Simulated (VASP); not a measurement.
A run of VASP 6.6.1:

Contents of INCAR:

```
SYSTEM = Si63S
PREC = Accurate
ENCUT = 520
EDIFF = 1E-7
ISMEAR = 0
SIGMA = 0.05
LREAL = Auto
LASPH = .True.
NELM = 150
ALGO = Normal
ISIF = 2
LWAVE = .False.
LCHARG = .False.
ISPIN = 2
MAGMOM = 0 0 0 0 0 0 0 0 0 0 0 0 0 0 0 0 0 0 0 0 0 0 0 0 0 0 0 0 0 0 0 0 0 0 0 0 0 0 0 0 0 0 0 0 0 0 0 0 0 0 0 0 0 0 0 0 0 0 0 0 0 0 0 0
LORBIT = 11
GGA = PE
NBANDS = 171
```

The input KPOINTS:

```
Automatic mesh
0
Gamma
  1 1 1
  0 0 0
```

The input POSCAR:

```
Si63S
1.0
    6.6508880000      6.6508890000      3.8447710000
   -9.9763330000      3.3254440000      1.9223860000
    3.3254440000     -9.9763330000      9.6119280000
S Si
1 63
Direct
    0.1258419080      0.9509102312      0.9511893003
    0.3811551592      0.7047186610      0.7050862341
    0.1353903488      0.7014934906      0.2038445170
    0.6343532300      0.4551050640      0.4548667594
    0.8850252988      0.2072954746      0.2076748653
    0.3860472225      0.4559064455      0.9539905234
    0.6324020539      0.2021349317      0.7051671749
    0.1340669526      0.4538633939      0.4548821081
    0.3860022680      0.2068162293      0.2066475143
    0.1334403212      0.2046814001      0.7048465102
    0.8845504249      0.9551368128      0.4527152881
    0.6311569712      0.9541103896      0.9538780732
    0.8796136439      0.7013548954      0.7017878926
    0.3838645658      0.9544268973      0.4552027991
    0.6365897151      0.7074325875      0.2038098291
    0.8854712355      0.4528883243      0.9554710971
    0.1187973776      0.5406687166      0.0443320646
    0.3659894810      0.2946241791      0.7946201195
    0.6169548783      0.0445033677      0.5451459023
    0.1188961950      0.2959714493      0.2956693062
    0.3728755745      0.0520224431      0.0507468376
    0.1165909399      0.0456188853      0.5450127518
    0.8707013214      0.7967087745      0.2927273677
    0.6157005731      0.7942010858      0.7946732938
    0.8667225890      0.5437877976      0.5433222258
    0.3682778588      0.7956261456      0.2955805323
    0.6189494066      0.5475492392      0.0443145789
    0.1083068399      0.7884230252      0.7900286719
    0.3663924618      0.5459959100      0.5454959103
    0.8656957811      0.2931473205      0.7956774228
    0.6179597206      0.2977604521      0.2965518611
    0.8621158891      0.0468649238      0.0473669162
    0.0341440798      0.1386258349      0.9576990218
    0.2915105201      0.8833435059      0.7058919451
    0.5448848530      0.6338340552      0.4547288453
    0.0516245005      0.8842299522      0.2019007124
    0.2956016369      0.6351110218      0.9555452552
    0.0463234189      0.6339596815      0.4547583349
    0.7945404087      0.3855780620      0.2057934973
    0.5439807398      0.3821379638      0.7042244208
    0.7949161315      0.1346620421      0.4553650573
    0.2979351613      0.3847190788      0.2054793534
    0.5447905952      0.1356848433      0.9562133677
    0.0429081465      0.3841435779      0.7059643813
    0.2959601245      0.1345211616      0.4555557228
    0.7943175535      0.8818583386      0.7033013342
    0.5455692986      0.8859509083      0.2053216879
    0.7981792984      0.6326251384      0.9517843195
    0.2029976573      0.6154943874      0.7956148781
    0.4558569839      0.3664325483      0.5448564180
    0.7049296763      0.1180052948      0.2961336010
    0.2101111808      0.3611801776      0.0441872488
    0.4533976221      0.1146148024      0.7955421201
    0.2079441452      0.1164361713      0.2952312418
    0.9447028703      0.8660709537      0.0468712729
    0.7062533150      0.8649847167      0.5430525389
    0.9570544617      0.6163896497      0.2949365697
    0.4548680408      0.8676958964      0.0458277581
    0.7046590946      0.6129706027      0.7925482101
    0.2046205187      0.8661930067      0.5454590462
    0.4586374200      0.6169761743      0.2943013855
    0.9559178630      0.3656013059      0.5450742465
    0.7051271000      0.3666573620      0.0453074096
    0.9556471988      0.1120043000      0.7938551975
```

Potentials or basis: VASP PAW PBE potentials, release 64 (S, Si).

The run is started by

```bash
$ cat potpaw_PBE.64/S/POTCAR potpaw_PBE.64/Si/POTCAR > POTCAR
$ mpirun -np 1 vasp_gam > vasp.out
```

Hardware: 1 thread of Oxide Virtual Turin-like Processor, on a shared host.

Question: How long does it take, and how much memory?

Answer: Wall time 24 min on 1 thread of Oxide Virtual Turin-like Processor, with other jobs on the host, peak memory 1.6 GiB. Counts: scf iterations 20, k points 1.
